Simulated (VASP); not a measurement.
# LiH (Fm-3m) in VASP: notebook

The runs below take LiH through single point, with LDA.

All numbers are computed with VASP 6.6.1; they aren't measurements. Logs are shortened: lines on timing, memory, paths and dates and some standing lists are left out, and cuts for length are marked.

### Step 1. The cell of the first run

It takes space group Fm-3m (No. 225, cubic). Conventional cell: a = 4.109 Å, b = 4.109 Å, c = 4.109 Å, α = 90.00°, β = 90.00°, γ = 90.00°. Within 2.7 Å of Li (site symmetry m-3m) lie 6 H at 2.05 Å. H (site symmetry m-3m) has 6 Li at 2.05 Å within 2.7 Å.

### Step 2. Single point, LDA

INCAR

```
SYSTEM = LiH
  PREC = Accurate
  ENCUT = 520
  EDIFF = 1E-7
  ISMEAR = 1
  SIGMA = 0.1
  LREAL = .FALSE.
  LASPH = .TRUE.
  NELM = 100
  ALGO = Normal
  ISIF = 2
  LWAVE = .FALSE.
  LCHARG = .TRUE.
  LELF = .TRUE.
  LVHAR = .TRUE.
  NBANDS = 9
```

KPOINTS

```
Automatic mesh
0
G
  8 8 8
  0 0 0
```

POSCAR

```
LiH
1.0
    0.0000000000      2.0546958586      2.0546958586
    2.0546958586      0.0000000000      2.0546958586
    2.0546958586      2.0546958586      0.0000000000
Li H
1 1
Direct
    0.0000000000      0.0000000000      0.0000000000
    0.5000000000      0.5000000000      0.5000000000
```

Potentials or basis: VASP PAW LDA potentials, release 64 (Li_sv, H).

Command:

```console
> cat potpaw_LDA.64/Li_sv/POTCAR potpaw_LDA.64/H/POTCAR > POTCAR
> mpirun -np 1 vasp_std > vasp.out
```

OUTCAR:

```text
SYSTEM = LiH
   PREC = Accurate
   ENCUT = 520
   EDIFF = 1E-7
   ISMEAR = 1
   LREAL = .FALSE.
   LASPH = .TRUE.
   NELM = 100
   ISIF = 2

 ion  position               nearest neighbor table
   1  0.000  0.000  0.000-
   2  0.500  0.500  0.500-

  LATTYP: Found a face centered cubic cell.
 ALAT       =     4.1093917172

  Lattice vectors:

 A1 = (   0.0000000000,   2.0546958586,   2.0546958586)
 A2 = (   2.0546958586,   0.0000000000,   2.0546958586)
 A3 = (   2.0546958586,   2.0546958586,   0.0000000000)

Analysis of symmetry for initial positions (statically):
=====================================================================
 Subroutine PRICEL returns:
 Original cell was already a primitive cell.

 Routine SETGRP: Setting up the symmetry group for a
 face centered cubic supercell.

 Subroutine GETGRP returns: Found 48 space group operations
 (whereof 48 operations were pure point group operations)
 out of a pool of 48 trial point group operations.

The static configuration has the point symmetry O_h .

Analysis of symmetry for dynamics (positions and initial velocities):
=====================================================================
 Subroutine PRICEL returns:
 Original cell was already a primitive cell.

 Routine SETGRP: Setting up the symmetry group for a
 face centered cubic supercell.

 Subroutine GETGRP returns: Found 48 space group operations
 (whereof 48 operations were pure point group operations)
 out of a pool of 48 trial point group operations.

The dynamic configuration has the point symmetry O_h .

 Subroutine INISYM returns: Found 48 space group operations
 (whereof 48 operations are pure point group operations),
 and found     1 'primitive' translations

----------------------------------------------------------------------------------------

                                     Primitive cell

  volume of cell :      17.3489

  direct lattice vectors                    reciprocal lattice vectors
     0.000000000  2.054695859  2.054695859    -0.243345018  0.243345018  0.243345018
     2.054695859  0.000000000  2.054695859     0.243345018 -0.243345018  0.243345018
     2.054695859  2.054695859  0.000000000     0.243345018  0.243345018 -0.243345018

  length of vectors
     2.905778750  2.905778750  2.905778750     0.421485934  0.421485934  0.421485934

  position of ions in fractional coordinates (direct lattice)
     0.000000000  0.000000000  0.000000000
     0.500000000  0.500000000  0.500000000

  ion indices of the primitive-cell ions
   primitive index   ion index
                 1           1
                 2           2

----------------------------------------------------------------------------------------

 KPOINTS: Automatic mesh

Automatic generation of k-mesh.
 Grid dimensions read from file:
 generate k-points for:    8    8    8

 Generating k-lattice:

  Cartesian coordinates                     Fractional coordinates (reciprocal lattice)
    -0.030418127  0.030418127  0.030418127     0.125000000  0.000000000  0.000000000
     0.030418127 -0.030418127  0.030418127     0.000000000  0.125000000  0.000000000
     0.030418127  0.030418127 -0.030418127     0.000000000  0.000000000  0.125000000

  Length of vectors
     0.052685742  0.052685742  0.052685742

  Shift w.r.t. Gamma in fractional coordinates (k-lattice)
     0.000000000  0.000000000  0.000000000

 Subroutine IBZKPT returns following result:
 ===========================================

 Found     29 irreducible k-points:

 Following reciprocal coordinates:
            Coordinates               Weight
  0.000000  0.000000  0.000000      1.000000
  0.125000  0.000000  0.000000      8.000000
  0.250000  0.000000  0.000000      8.000000
  0.375000  0.000000  0.000000      8.000000
  0.500000  0.000000  0.000000      4.000000
  0.125000  0.125000  0.000000      6.000000
[... 16 lines left out ...]
  0.500000  0.250000  0.125000     48.000000
 -0.375000  0.250000  0.125000     24.000000
 [... further k-points ...]
   k-points           NKPTS =     29   k-points in BZ     NKDIM =     29   number of bands    NBANDS=      9
   number of dos      NEDOS =    301   number of ions     NIONS =      2
   total plane-waves  NPLWV =  13824
   dimension x,y,z NGX =    24 NGY =   24 NGZ =   24
   dimension x,y,z NGXF=    48 NGYF=   48 NGZF=   48
   ions per type =               1   1
   NGX,Y,Z   is equivalent  to a cutoff of  13.73, 13.73, 13.73 a.u.
   NGXF,Y,Z  is equivalent  to a cutoff of  27.46, 27.46, 27.46 a.u.
 SYSTEM =  LiH
   PREC   = accura    normal or accurate (medium, high low for compatibility)
   ISTART =      0    job   : 0-new  1-cont  2-samecut
   ICHARG =      2    charge: 1-file 2-atom 10-const
   ISPIN  =      1    spin polarized calculation?
   LNONCOLLINEAR =      F non collinear calculations
   LSORBIT =      F    spin-orbit coupling
   LASPH  =      T    aspherical Exc in radial PAW
   ENCUT  =  520.0 eV  38.22 Ry    6.18 a.u.   5.40  5.40  5.40*2*pi/ulx,y,z
   NELM   =    100;   NELMIN=  2; NELMDL= -5     # of ELM steps
   EDIFF  = 0.1E-06   stopping-criterion for ELM
   LREAL  =      F    real-space projection
   EDIFFG = 0.1E-05   stopping-criterion for IOM
   NSW    =      0    number of steps for IOM
   IBRION =     -1    ionic relax: 0-MD 1-quasi-New 2-CG
   NFREE  =      0    steps in history (QN), initial steepest desc. (CG)
   ISIF   =      2    stress and relaxation
   ISYM   =      2    0-nonsym 1-usesym 2-fastsym
   POTIM  = 0.5000    time-step for ionic-motion
   TEBEG  =    0.0;   TEEND  =   0.0 temperature during run
   PSTRESS=    0.0 pullay stress
   NELECT =       4.0000    total number of electrons
   NUPDOWN=      -1.0000    fix difference up-down
   EMIN   =  10.00;   EMAX   =-10.00  energy-range for DOS
   EFERMI =   0.00;   METHOD = LEGACY
   ISMEAR =     1;   SIGMA  =   0.10  broadening in eV -4-tet -1-fermi 0-gaus
   EFERMI_NEDOS =   21; number of points for ismear=-14 and -15
   IALGO  =     38    algorithm
   IMIX   =      4    mixing-type and parameters
     AMIX     =   0.40;   BMIX     =  1.00
     AMIX_MAG =   1.60;   BMIX_MAG =  1.00
  volume/ion in A,a.u.               =       8.67        58.54
  Fermi-wavevector in a.u.,A,eV,Ry     =   1.003854  1.897009 13.710906  1.007723
  Thomas-Fermi vector in A             =   2.136433
   LORBIT       =      0    0 simple, 1 ext, 2 COOP (PROOUT), +10 PAW based schemes
   GGA     = CA    functional components
   LHFCALC =     F    Hartree Fock is set to
   AEXX    =    0.0000 exact exchange contribution
   IVDW    =     0    specifies the selected vdW correction
   LEPSILON=     F    determine dielectric tensor
   LRPA    =     F    only Hartree local field effects (RPA)
 non-spin polarized calculation
 Methfessel and Paxton  Order N= 1 SIGMA  =   0.10
  energy-cutoff  :      520.00
  volume of cell :       17.35
 maximum number of plane-waves:       489
 NGX is ok and might be reduce to    24
   NGX = 11   NGY = 11   NGZ = 11

 number of electron       4.0000005 magnetization

 Free energy of the ion-electron system (eV)
  ---------------------------------------------------
  ext. energy  EPLUGINS =         0.00000000
  ---------------------------------------------------
  free energy    TOTEN  =        -6.45692617 eV

  energy without entropy =       -6.45706298  energy(sigma->0) =       -6.45697177

 E-fermi :  -0.0785     XC(G=0):  -8.5643

 val. band max:       -0.1418752965   @ k =   0.5000   0.5000   0.0000
 cond. band min:       2.5278267203   @ k =   0.5000   0.5000   0.0000
 fundamental gap:      2.6697020168
 Fermi energy:        -0.0784960044

 k-point     1 :       0.0000    0.0000    0.0000
  band No.  band energies     occupation
      1     -43.6751      2.00000
      2      -5.4190      2.00000
      3      15.0394      0.00000
      4      16.5356      0.00000
      5      16.5356      0.00000
      6      16.5356      0.00000
      7      21.2266      0.00000
      8      21.2266      0.00000
      9      21.2266      0.00000

 k-point     2 :       0.1250    0.0000    0.0000
  band No.  band energies     occupation
      1     -43.6695      2.00000
      2      -5.1549      2.00000
      3      12.8728      0.00000
      4      15.4276      0.00000
      5      16.0321      0.00000
      6      16.0321      0.00000
      7      20.7662      0.00000
      8      22.3013      0.00000
      9      22.3013      0.00000

 k-point     3 :       0.2500    0.0000    0.0000
  band No.  band energies     occupation
      1     -43.6555      2.00000
      2      -4.3912      2.00000
      3       8.9256      0.00000
      4      14.0652      0.00000
      5      15.3778      0.00000
      6      15.3778      0.00000
      7      20.7910      0.00000
      8      20.7910      0.00000
      9      22.0839      0.00000

 k-point     4 :       0.3750    0.0000    0.0000
  band No.  band energies     occupation
      1     -43.6415      2.00000
      2      -3.3234      2.00000
      3       5.6992      0.00000
      4      13.0969      0.00000
      5      15.1500      0.00000
      6      15.1500      0.00000
      7      18.7516      0.00000
      8      18.7516      0.00000
      9      24.1240      0.00000
[... 205 lines left out ...]
 k-point    22 :       0.3750    0.2500    0.1250
  band No.  band energies     occupation
      1     -43.6452      2.00000
      2      -3.6470      2.00000
      3       8.8376      0.00000
      4       9.4884      0.00000
      5      13.1467      0.00000
      6      16.2643      0.00000
      7      18.8711      0.00000
      8      22.3887      0.00000
      9      25.9035      0.00000

 k-point    23 :       0.5000    0.2500    0.1250
  band No.  band energies     occupation
      1     -43.6341      2.00000
      2      -2.5120      2.00000
      3       5.9236      0.00000
      4       8.4139      0.00000
      5      12.4720      0.00000
      6      15.5449      0.00000
      7      20.9334      0.00000
      8      22.8478      0.00000
      9      25.4437      0.00000

 k-point    24 :      -0.3750    0.2500    0.1250
  band No.  band energies     occupation
      1     -43.6295      2.00000
      2      -1.8103      2.00000
      3       4.5040      0.00000
      4       8.1456      0.00000
      5      12.2181      0.00000
      6      15.1840      0.00000
      7      21.6155      0.00000
      8      24.5069      0.00000
      9      25.6246      0.00000

 [... further k-points ...]
[... 5 lines left out ...]
  --------------------------------------------------------------------------------------
  -------------------------------------------------------------------------------------
  Total       -0.5309253     -0.5309253     -0.5309253      0.0000000     -0.0000000     -0.0000000
  in kB      -49.0310739    -49.0310739    -49.0310739      0.0000000     -0.0000000     -0.0000000
  external PRESSURE =     -49.0310739 kB  Pullay stress =       0.0000000 kB

 VOLUME and BASIS-vectors are now :
 -----------------------------------------------------------------------------
  energy-cutoff  :      520.00
  volume of cell :       17.35
      direct lattice vectors                 reciprocal lattice vectors
     0.000000000  2.054695859  2.054695859    -0.243345018  0.243345018  0.243345018
     2.054695859  0.000000000  2.054695859     0.243345018 -0.243345018  0.243345018
     2.054695859  2.054695859  0.000000000     0.243345018  0.243345018 -0.243345018

 POSITION                                       TOTAL-FORCE (eV/Angst)
 -----------------------------------------------------------------------------------
      0.00000      0.00000      0.00000        -0.000000     -0.000000     -0.000000
      2.05470      2.05470      2.05470         0.000000      0.000000      0.000000
 -----------------------------------------------------------------------------------
    total drift:                                0.000000     -0.000000     -0.000000

  FREE ENERGIE OF THE ION-ELECTRON SYSTEM (eV)
  ---------------------------------------------------
  free  energy   TOTEN  =        -6.4569261683 eV

  energy  without entropy=       -6.4570629826  energy(sigma->0) =       -6.45697177
```

Run time: 3.2 s. Hardware: 1 thread of Intel Xeon Platinum 8375C at 2.90GHz (Ice Lake), shared host; peak memory 0.12 GiB.

Results:

* Free energy: -6.4569 eV
* Band gap on the k mesh: 2.67 eV, direct

Caveat: the cutoff is under 1.25 times the usual one of these potentials, so pressure, stress and relaxed cells hold a basis-set (Pulay) error.

### Step 3. Single point, LDA

This run uses another cell than the first one, of 8.90 Å³/atom, 1.026 times its volume.

INCAR

```
SYSTEM = LiH
ALGO = Normal
EDIFF = 1E-7
ENCUT = 520
ISIF = 2
ISMEAR = 1
LASPH = .TRUE.
LCHARG = .TRUE.
LELF = .TRUE.
LREAL = .FALSE.
LVHAR = .TRUE.
LWAVE = .FALSE.
NBANDS = 9
NELM = 100
PREC = Accurate
SIGMA = 0.1
```

KPOINTS

```
k-points
0
G
  8 8 8
  0 0 0
```

POSCAR

```
LiH
1.0
    0.0000000000      2.0723335956      2.0723335956
    2.0723335956      0.0000000000      2.0723335956
    2.0723335956      2.0723335956      0.0000000000
Li H
1 1
Direct
    0.0000000000      0.0000000000      0.0000000000
    0.5000000000      0.5000000000      0.5000000000
```

Potentials or basis: VASP PAW LDA potentials, release 64 (Li_sv, H).

Command:

```console
> cat potpaw_LDA.64/Li_sv/POTCAR potpaw_LDA.64/H/POTCAR > POTCAR
> mpirun -np 1 vasp_std > vasp.out
```

Wall time 3.5 s (1 thread of Intel Xeon Platinum 8375C at 2.90GHz (Ice Lake), shared host); peak memory 0.12 GiB.

Results (log left out):

```
Free energy            : -6.4429 eV
Band gap on the k mesh : 2.69 eV, direct
```

Levels at points of the mesh, in eV from the valence-band top:
| k point | band 1 | band 2 | band 3 | band 4 | band 5 |
| --- | --- | --- | --- | --- | --- |
| (0.00, 0.00, 0.00) | -43.56 | -5.19 | 14.87 | 16.43 | 16.43 |
| (0.50, 0.00, 0.00) | -43.52 | -2.48 | 4.41 | 12.69 | 15.11 |
| (0.50, 0.50, 0.00) | -43.51 | 0.00 | 2.69 | 9.93 | 9.93 |

Caveat: the cutoff is under 1.25 times the usual one of these potentials, so pressure, stress and relaxed cells hold a basis-set (Pulay) error. Expect the measured gap to be larger: semilocal functionals such as LDA lack the derivative discontinuity.

### Step 4. Single point, LDA

This run uses another cell than the first one, of 9.13 Å³/atom, 1.052 times its volume.

INCAR

```
SYSTEM = LiH
ALGO = Normal ; EDIFF = 1E-6
ENCUT = 520 ; GGA = CA
ISIF = 2 ; ISMEAR = 1
LASPH = .True. ; LCHARG = .True.
LELF = .True. ; LREAL = .False.
LVHAR = .True. ; LWAVE = .False.
NBANDS = 9 ; NELM = 100
PREC = Accurate ; SIGMA = 0.1
```

KPOINTS

```
k-points
0
Gamma
  8 8 8
  0 0 0
```

POSCAR

```
LiH
1.0
    0.0000000000      2.0896761056      2.0896761056
    2.0896761056      0.0000000000      2.0896761056
    2.0896761056      2.0896761056      0.0000000000
Li H
1 1
Direct
    0.0000000000      0.0000000000      0.0000000000
    0.5000000000      0.5000000000      0.5000000000
```

Command:

```console
> cat potpaw_LDA.64/Li_sv/POTCAR potpaw_LDA.64/H/POTCAR > POTCAR
> mpirun -np 1 vasp_std > vasp.out
```

Wall time 3.1 s (1 thread of Intel Xeon Platinum 8375C at 2.90GHz (Ice Lake), shared host); peak memory 0.12 GiB.

Results (log left out):

```yaml
Free_energy: -6.4273 eV
Band_gap_on_the_k_mesh: 2.71 eV, direct
```

Levels at points of the mesh, in eV from the valence-band top:
```csv
k point,band 1,band 2,band 3,band 4,band 5
"(0.00, 0.00, 0.00)",-43.59,-5.10,14.57,16.20,16.20
"(0.50, 0.00, 0.00)",-43.56,-2.41,4.36,12.49,14.91
"(0.50, 0.50, 0.00)",-43.55,0.00,2.71,9.82,9.82
```

Caveat: the cutoff is under 1.25 times the usual one of these potentials, so pressure, stress and relaxed cells hold a basis-set (Pulay) error. A k mesh can miss the band edges.

### Step 5. Overview

| cell | gap on the mesh (eV) |
| --- | --- |
| a = 2.906 Å, angles 60.0°, 2 atoms | 2.67 |
| a = 2.931 Å, angles 60.0°, 2 atoms | 2.69 |
| a = 2.955 Å, angles 60.0°, 2 atoms | 2.71 |

Alike in all rows: task single point; level LDA; potentials or basis VASP PAW LDA potentials, release 64 (Li_sv, H); no spin polarisation; k mesh 8 × 8 × 8; cutoff (eV) 520; smearing methfessel-paxton 0.1 eV.

Caveats: the cutoff is under 1.25 times the usual one of these potentials, so pressure, stress and relaxed cells hold a basis-set (Pulay) error.

Total energies depend on the potentials used, so only differences within one code and one set of settings carry meaning.
